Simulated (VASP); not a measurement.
# Mg4H in VASP: a series of runs

Runs on Mg4H. Level: PBEsol. Tasks: relaxation of the atoms.

Program: VASP 6.6.1. These are calculated values, not measurements. Logs are shortened: lines on timing, memory, paths and dates and some standing lists are left out, and cuts for length are marked.

## Step 1: The cell of the first run

The cell holds a slab with vacuum, 5 atoms: a = 3.188 Å, b = 5.108 Å, c = 19.136 Å, α = 90.00°, β = 90.00°, γ = 90.00°.

## Step 2: Relaxation of the atoms, PBEsol

Input file INCAR:

```
SYSTEM = Mg4H
PREC = Accurate
ENCUT = 520
EDIFF = 1E-7
ISMEAR = 0
SIGMA = 0.1
LREAL = .False.
LASPH = .True.
NELM = 80
ALGO = Normal
ISIF = 2
LWAVE = .False.
LCHARG = .False.
LDIPOL = .True.
IDIPOL = 3
DIPOL = 0.5 0.5 0.336
GGA = PS
IBRION = 2
NSW = 36
EDIFFG = -0.025
```

Input file KPOINTS:

```
regular mesh
0
Gamma
  8 5 1
  0 0 0
```

Input file POSCAR:

```
Mg4H
1.0
    3.1881999939      0.0000000000      0.0000000000
    0.0000000000      5.1084658709      0.0000000000
    0.0000000000      0.0000000000     19.1358427726
Mg H
4 1
Selective dynamics
Direct
    0.0000000000      0.7500000000      0.2090318178  F F F
    0.5000000000      0.2500000000      0.2571276385  F F F
    0.5000000000      0.7500000000      0.3576109084  F F F
    0.0000000000      0.2500000000      0.3990335238  F F F
    0.1250000000      0.5000000000      0.4564000647  F F T
```

Potentials or basis: VASP PAW PBE potentials, release 64 (Mg, H).

Run with:

```sh
$ cat potpaw_PBE.64/Mg/POTCAR potpaw_PBE.64/H/POTCAR > POTCAR
$ mpirun -np 1 vasp_std > vasp.out
```

OUTCAR:

```text
SYSTEM = Mg4H
   PREC = Accurate
   ENCUT = 520
   EDIFF = 1E-7
   ISMEAR = 0
   LREAL = .False.
   LASPH = .True.
   NELM = 80
   ISIF = 2
   GGA = PS
   IBRION = 2
   NSW = 36
   EDIFFG = -0.025

 ion  position               nearest neighbor table
   1  0.000  0.750  0.209-   2 3.15   2 3.15   2 3.15   2 3.15   3 3.26   3 3.26
   2  0.500  0.250  0.257-   1 3.15   1 3.15   1 3.15   1 3.15   4 3.15   4 3.15   3 3.20   3 3.20

   3  0.500  0.750  0.358-   4 3.11   4 3.11   4 3.11   4 3.11   2 3.20   2 3.20   1 3.26   1 3.26

   4  0.000  0.250  0.399-   5 1.73   3 3.11   3 3.11   3 3.11   3 3.11   2 3.15   2 3.15
   5  0.125  0.500  0.456-   4 1.73

  LATTYP: Found a simple orthorhombic cell.
 ALAT       =     3.1881999939
 B/A-ratio  =     1.6023040840
 C/A-ratio  =     6.0020835610

  Lattice vectors:

 A1 = (   3.1881999939,   0.0000000000,   0.0000000000)
 A2 = (   0.0000000000,   5.1084658709,   0.0000000000)
 A3 = (   0.0000000000,   0.0000000000,  19.1358427726)

Analysis of symmetry for initial positions (statically):
=====================================================================
 Subroutine PRICEL returns:
 Original cell was already a primitive cell.

 Routine SETGRP: Setting up the symmetry group for a
 simple orthorhombic supercell.

 Subroutine GETGRP returns: Found  1 space group operations
 (whereof  1 operations were pure point group operations)
 out of a pool of  8 trial point group operations.

The static configuration has the point symmetry C_1 .

Analysis of symmetry for dynamics (positions and initial velocities):
=====================================================================
 Subroutine PRICEL returns:
 Original cell was already a primitive cell.

 Routine SETGRP: Setting up the symmetry group for a
 simple orthorhombic supercell.

 Subroutine GETGRP returns: Found  1 space group operations
 (whereof  1 operations were pure point group operations)
 out of a pool of  8 trial point group operations.

The dynamic configuration has the point symmetry C_1 .

Analysis of constrained symmetry for selective dynamics:
=====================================================================
 Subroutine PRICEL returns:
 Original cell was already a primitive cell.

 Routine SETGRP: Setting up the symmetry group for a
 simple orthorhombic supercell.

 Subroutine GETGRP returns: Found  1 space group operations
 (whereof  1 operations were pure point group operations)
 out of a pool of  8 trial point group operations.

The constrained configuration has the point symmetry C_1 .

 Subroutine INISYM returns: Found  1 space group operations
 (whereof  1 operations are pure point group operations),
 and found     1 'primitive' translations

----------------------------------------------------------------------------------------

                                     Primitive cell

  volume of cell :     311.6619

  direct lattice vectors                    reciprocal lattice vectors
     3.188199994  0.000000000  0.000000000     0.313656609  0.000000000  0.000000000
     0.000000000  5.108465871  0.000000000     0.000000000  0.195753486  0.000000000
     0.000000000  0.000000000 19.135842773     0.000000000  0.000000000  0.052257954

  length of vectors
     3.188199994  5.108465871 19.135842773     0.313656609  0.195753486  0.052257954

  position of ions in fractional coordinates (direct lattice)
     0.000000000  0.750000000  0.209031818
     0.500000000  0.250000000  0.257127639
     0.500000000  0.750000000  0.357610908
     0.000000000  0.250000000  0.399033524
     0.125000000  0.500000000  0.456400065

  ion indices of the primitive-cell ions
   primitive index   ion index
                 1           1
                 2           2
                 3           3
                 4           4
                 5           5

----------------------------------------------------------------------------------------

 KPOINTS: regular mesh

Automatic generation of k-mesh.
 Grid dimensions read from file:
 generate k-points for:    8    5    1

 Generating k-lattice:

  Cartesian coordinates                     Fractional coordinates (reciprocal lattice)
     0.039207076  0.000000000  0.000000000     0.125000000  0.000000000  0.000000000
     0.000000000  0.039150697  0.000000000     0.000000000  0.200000000  0.000000000
     0.000000000  0.000000000  0.052257954     0.000000000  0.000000000  1.000000000

  Length of vectors
     0.039207076  0.039150697  0.052257954

  Shift w.r.t. Gamma in fractional coordinates (k-lattice)
     0.000000000  0.000000000  0.000000000

 Subroutine IBZKPT returns following result:
 ===========================================

 Found     21 irreducible k-points:

 Following reciprocal coordinates:
            Coordinates               Weight
  0.000000  0.000000  0.000000      1.000000
  0.125000  0.000000  0.000000      2.000000
  0.250000  0.000000  0.000000      2.000000
  0.375000  0.000000  0.000000      2.000000
  0.500000  0.000000  0.000000      1.000000
  0.000000  0.200000  0.000000      2.000000
[... 13 lines left out ...]
  0.375000 -0.400000  0.000000      2.000000
  0.500000  0.400000  0.000000      2.000000
   k-points           NKPTS =     21   k-points in BZ     NKDIM =     21   number of bands    NBANDS=      8
   number of dos      NEDOS =    301   number of ions     NIONS =      5
   total plane-waves  NPLWV = 138240
   dimension x,y,z NGX =    24 NGY =   40 NGZ =  144
   dimension x,y,z NGXF=    48 NGYF=   80 NGZF=  288
   ions per type =               4   1
   NGX,Y,Z   is equivalent  to a cutoff of  12.51, 13.02, 12.51 a.u.
   NGXF,Y,Z  is equivalent  to a cutoff of  25.03, 26.03, 25.02 a.u.
 SYSTEM =  Mg4H
   PREC   = accura    normal or accurate (medium, high low for compatibility)
   ISTART =      0    job   : 0-new  1-cont  2-samecut
   ICHARG =      2    charge: 1-file 2-atom 10-const
   ISPIN  =      1    spin polarized calculation?
   LNONCOLLINEAR =      F non collinear calculations
   LSORBIT =      F    spin-orbit coupling
   LASPH  =      T    aspherical Exc in radial PAW
   ENCUT  =  520.0 eV  38.22 Ry    6.18 a.u.   5.93  9.50 35.58*2*pi/ulx,y,z
   NELM   =     80;   NELMIN=  2; NELMDL= -5     # of ELM steps
   EDIFF  = 0.1E-06   stopping-criterion for ELM
   LREAL  =      F    real-space projection
   EDIFFG = -.3E-01   stopping-criterion for IOM
   NSW    =     36    number of steps for IOM
   IBRION =      2    ionic relax: 0-MD 1-quasi-New 2-CG
   NFREE  =      1    steps in history (QN), initial steepest desc. (CG)
   ISIF   =      2    stress and relaxation
   ISYM   =      2    0-nonsym 1-usesym 2-fastsym
   POTIM  = 0.5000    time-step for ionic-motion
   TEBEG  =    0.0;   TEEND  =   0.0 temperature during run
   PSTRESS=    0.0 pullay stress
   NELECT =       9.0000    total number of electrons
   NUPDOWN=      -1.0000    fix difference up-down
   EMIN   =  10.00;   EMAX   =-10.00  energy-range for DOS
   EFERMI =   0.00;   METHOD = LEGACY
   ISMEAR =     0;   SIGMA  =   0.10  broadening in eV -4-tet -1-fermi 0-gaus
   EFERMI_NEDOS =   21; number of points for ismear=-14 and -15
   IALGO  =     38    algorithm
   IMIX   =      4    mixing-type and parameters
     AMIX     =   0.40;   BMIX     =  1.00
     AMIX_MAG =   1.60;   BMIX_MAG =  1.00
  volume/ion in A,a.u.               =      62.33       420.64
  Fermi-wavevector in a.u.,A,eV,Ry     =   0.502259  0.949132  3.432262  0.252264
  Thomas-Fermi vector in A             =   1.511186
   LORBIT       =      0    0 simple, 1 ext, 2 COOP (PROOUT), +10 PAW based schemes
   GGA     = PS    functional components
   LHFCALC =     F    Hartree Fock is set to
   AEXX    =    0.0000 exact exchange contribution
   IVDW    =     0    specifies the selected vdW correction
   LEPSILON=     F    determine dielectric tensor
   LRPA    =     F    only Hartree local field effects (RPA)
 conjugate gradient relaxation of ions
 non-spin polarized calculation
 Gauss-broadening in eV      SIGMA  =   0.10
  energy-cutoff  :      520.00
  volume of cell :      311.66
 maximum number of plane-waves:      8432
 NGX is ok and might be reduce to    24
   NGX = 11   NGY = 19   NGZ = 71

--------------------------------------- Ionic step        1  -------------------------------------------

 number of electron       9.0000000 magnetization

 Free energy of the ion-electron system (eV)
  ---------------------------------------------------
  ext. energy  EPLUGINS =         0.00000000
  ---------------------------------------------------
  free energy    TOTEN  =        -8.38497970 eV

  energy without entropy =       -8.37565587  energy(sigma->0) =       -8.38031778

------------------------ aborting loop because EDIFF is reached ----------------------------------------

  FORCE on cell =-STRESS in cart. coord.  units (eV):
  Direction    XX          YY          ZZ          XY          YZ          ZX
  --------------------------------------------------------------------------------------
  -------------------------------------------------------------------------------------
  Total       -0.6667658     -0.6095408     -0.6546314     -0.1846995      0.9948464      0.3007302
  in kB       -3.4276800     -3.1335003     -3.3652999     -0.9494949      5.1142620      1.5459806
  external PRESSURE =      -3.3088267 kB  Pullay stress =       0.0000000 kB
[... 63 lines left out ...]
  energy  without entropy=       -8.3757065294  energy(sigma->0) =       -8.38037691

--------------------------------------- Ionic step        3  -------------------------------------------

 number of electron       9.0000000 magnetization

 dipolmoment           0.000000      0.000000      0.088167 electrons x Angstroem

 Free energy of the ion-electron system (eV)
  ---------------------------------------------------
  ext. energy  EPLUGINS =         0.00000000
  ---------------------------------------------------
  free energy    TOTEN  =        -8.38517645 eV

  energy without entropy =       -8.37578690  energy(sigma->0) =       -8.38048167

 E-fermi :  -2.1156     XC(G=0):  -3.4492

 val. band max:       -2.1849479043   @ k =   0.0000   0.0000   0.0000
 cond. band min:      -2.0834037889   @ k =   0.3750  -0.2000   0.0000
 fundamental gap:      0.1015441154
 Fermi energy:        -2.1156258323

 k-point     1 :       0.0000    0.0000    0.0000
  band No.  band energies     occupation
      1      -8.3541      2.00000
      2      -6.6448      2.00000
      3      -4.3589      2.00000
      4      -2.9149      2.00000
      5      -2.1849      1.67309
      6      -1.6968      0.00000
      7      -0.6323      0.00000
      8       0.0916      0.00000
[... 210 lines left out ...]
 k-point    21 :       0.5000    0.4000    0.0000
  band No.  band energies     occupation
      1      -4.9052      2.00000
      2      -3.7322      2.00000
      3      -3.3252      2.00000
      4      -2.7801      2.00000
      5      -2.3514      1.99914
      6      -1.3120      0.00000
      7      -0.8714      0.00000
      8      -0.3738      0.00000

------------------------ aborting loop because EDIFF is reached ----------------------------------------

 vacuum level on the upper side and lower side of the slab       (xc-potential included)         0.467        -0.487

  FORCE on cell =-STRESS in cart. coord.  units (eV):
  Direction    XX          YY          ZZ          XY          YZ          ZX
  --------------------------------------------------------------------------------------
  -------------------------------------------------------------------------------------
  Total       -0.6702823     -0.5734143     -0.6224947     -0.1776471      1.0231463      0.3090435
  in kB       -3.4457572     -2.9477827     -3.2000928     -0.9132404      5.2597448      1.5887169
  external PRESSURE =      -3.1978776 kB  Pullay stress =       0.0000000 kB

 VOLUME and BASIS-vectors are now :
 -----------------------------------------------------------------------------
  energy-cutoff  :      520.00
  volume of cell :      311.66
      direct lattice vectors                 reciprocal lattice vectors
     3.188199994  0.000000000  0.000000000     0.313656609  0.000000000  0.000000000
     0.000000000  5.108465871  0.000000000     0.000000000  0.195753486  0.000000000
     0.000000000  0.000000000 19.135842773     0.000000000  0.000000000  0.052257954
[... 11 lines left out ...]
  FREE ENERGIE OF THE ION-ELECTRON SYSTEM (eV)
  ---------------------------------------------------
  free  energy   TOTEN  =        -8.3851764465 eV

  energy  without entropy=       -8.3757868971  energy(sigma->0) =       -8.38048167

 reached required accuracy - stopping structural energy minimisation

 vacuum level on the upper side and lower side of the slab         2.509         1.530
```

It took 3.4 min on 1 thread of Intel Xeon 8259CL, shared host; peak memory 0.41 GiB.

Results:

| Quantity | Value |
| --- | --- |
| Free energy | -8.3852 eV |
| Energy gained by relaxing | 0.0 meV/atom |
| Ionic steps | 3 |
| Band gap on the k mesh | zero (an odd number of electrons rules out a gap without spin polarisation) |

Step by step:
| step | energy change (eV) | largest force on free atoms (eV/Å) | pressure (GPa) |
| --- | --- | --- | --- |
| 1 | 0.0000 | 0.0391 | -0.33 |
| 2 | -0.0001 | 0.0328 | -0.33 |
| 3 | -0.0002 | 0.0135 | -0.32 |

Final structure:
```
Mg H
1.0
     3.18820    0.00000    0.00000
     0.00000    5.10847    0.00000
     0.00000    0.00000   19.13584
Mg H
4 1
Direct
  0.00000 0.75000 0.20903
  0.50000 0.25000 0.25713
  0.50000 0.75000 0.35761
  0.00000 0.25000 0.39903
  0.12500 0.50000 0.45601
```

Levels at points of the mesh, in eV from the Fermi level:
```tsv
k point	band 1	band 2	band 3	band 4	band 5	band 6	band 7	band 8
(0.00, 0.00, 0.00)	-6.24	-4.53	-2.24	-0.80	-0.07	0.42	1.48	2.21
(0.50, 0.00, 0.00)	-3.19	-2.47	-1.71	-0.43	0.81	2.47	2.53	2.74
```

Caveat: the PAW data sets were made with another functional, which shifts forces and pressure a little.

## Step 3: Relaxation of the atoms, PBEsol

Input file INCAR:

```
SYSTEM = Mg4H
ALGO = Normal
DIPOL = 0.5 0.5 0.336
EDIFF = 1E-7
EDIFFG = -0.025
ENCUT = 520
GGA = PS
IBRION = 2
IDIPOL = 3
ISIF = 2
ISMEAR = 0
LASPH = .True.
LCHARG = .False.
LDIPOL = .True.
LREAL = .False.
LWAVE = .False.
NELM = 60
NSW = 36
PREC = Accurate
SIGMA = 0.1
```

Input file KPOINTS:

```
k-points
0
Gamma
  8 5 1
  0 0 0
```

Changes to POSCAR since step 2:

```diff
@@ -13,2 +13,2 @@
     0.0000000000      0.2500000000      0.3990335238  F F F
-    0.1250000000      0.5000000000      0.4564000647  F F T
+    0.1250000000      0.6250000000      0.4554721146  F F T
```

Potentials or basis: VASP PAW PBE potentials, release 64 (Mg, H).

Run with:

```sh
$ cat potpaw_PBE.64/Mg/POTCAR potpaw_PBE.64/H/POTCAR > POTCAR
$ mpirun -np 1 vasp_std > vasp.out
```

OUTCAR:

```text
SYSTEM = Mg4H
   EDIFF = 1E-7
   EDIFFG = -0.025
   ENCUT = 520
   GGA = PS
   IBRION = 2
   ISIF = 2
   ISMEAR = 0
   LASPH = .True.
   LREAL = .False.
   NELM = 60
   NSW = 36
   PREC = Accurate

 ion  position               nearest neighbor table
   1  0.000  0.750  0.209-   2 3.15   2 3.15   2 3.15   2 3.15   3 3.26   3 3.26
   2  0.500  0.250  0.257-   1 3.15   1 3.15   1 3.15   1 3.15   4 3.15   4 3.15   3 3.20   3 3.20

   3  0.500  0.750  0.358-   4 3.11   4 3.11   4 3.11   4 3.11   2 3.20   2 3.20   1 3.26   1 3.26

   4  0.000  0.250  0.399-   5 2.23   3 3.11   3 3.11   3 3.11   3 3.11   2 3.15   2 3.15
   5  0.125  0.625  0.455-   4 2.23

  LATTYP: Found a simple orthorhombic cell.
 ALAT       =     3.1881999939
 B/A-ratio  =     1.6023040840
 C/A-ratio  =     6.0020835610

[... 416 lines left out ...]
 k-point     1 :       0.0000    0.0000    0.0000
  band No.  band energies     occupation
      1      -8.5363      2.00000
      2      -6.6615      2.00000
      3      -3.9711      2.00000
      4      -2.7395      2.00000
      5      -2.2213      2.00000
      6      -1.2106      0.00000
      7      -0.3610      0.00000
      8      -0.2295      0.00000
[... 210 lines left out ...]
 k-point    21 :       0.5000    0.4000    0.0000
  band No.  band energies     occupation
      1      -5.8091      2.00000
      2      -3.5054      2.00000
      3      -3.0101      2.00000
      4      -2.5545      2.00000
      5      -1.9216      1.97732
      6      -1.1756      0.00000
      7      -0.5491      0.00000
      8      -0.1997      0.00000

------------------------ aborting loop because EDIFF is reached ----------------------------------------

 vacuum level on the upper side and lower side of the slab       (xc-potential included)        -0.167        -0.093

  FORCE on cell =-STRESS in cart. coord.  units (eV):
  Direction    XX          YY          ZZ          XY          YZ          ZX
  --------------------------------------------------------------------------------------
  -------------------------------------------------------------------------------------
  Total       -1.6391982     -0.7624817     -0.4706150     -0.1533478      0.1231714     -0.5593889
  in kB       -8.4267171     -3.9197318     -2.4193168     -0.7883237      0.6331942     -2.8756813
  external PRESSURE =      -4.9219219 kB  Pullay stress =       0.0000000 kB
[... 20 lines left out ...]
  FREE ENERGIE OF THE ION-ELECTRON SYSTEM (eV)
  ---------------------------------------------------
  free  energy   TOTEN  =        -8.7337663584 eV

  energy  without entropy=       -8.7219784466  energy(sigma->0) =       -8.72787240

 reached required accuracy - stopping structural energy minimisation

 vacuum level on the upper side and lower side of the slab         1.808         1.883
```

Wall time 4.8 min (1 thread of Intel Xeon Platinum 8375C at 2.90GHz (Ice Lake), shared host); peak memory 0.41 GiB.

Results:

- Free energy: -8.7338 eV
- Energy gained by relaxing: 67.6 meV/atom
- Ionic steps: 6
- Band gap on the k mesh: zero (an odd number of electrons rules out a gap without spin polarisation)

Step by step:
```tsv
step	energy change (eV)	largest force on free atoms (eV/Å)	pressure (GPa)
1	0.0000	1.0409	-0.95
2	-0.0507	0.9790	-0.93
3	-0.1824	0.7613	-0.83
4	-0.3301	0.1887	-0.58
5	-0.3376	0.0415	-0.47
6	-0.3380	0.0017	-0.49
```

Final structure:
```xyz
5
Lattice="3.1882 0.0000 0.0000 0.0000 5.1085 0.0000 0.0000 0.0000 19.1358" Properties=species:S:1:pos:R:3 pbc="T T T"
Mg    0.0000    3.8313    4.0000
Mg    1.5941    1.2771    4.9204
Mg    1.5941    3.8313    6.8432
Mg    0.0000    1.2771    7.6358
H     0.3985    3.1928    8.1323
```

Caveat: the PAW data sets were made with another functional, which shifts forces and pressure a little.
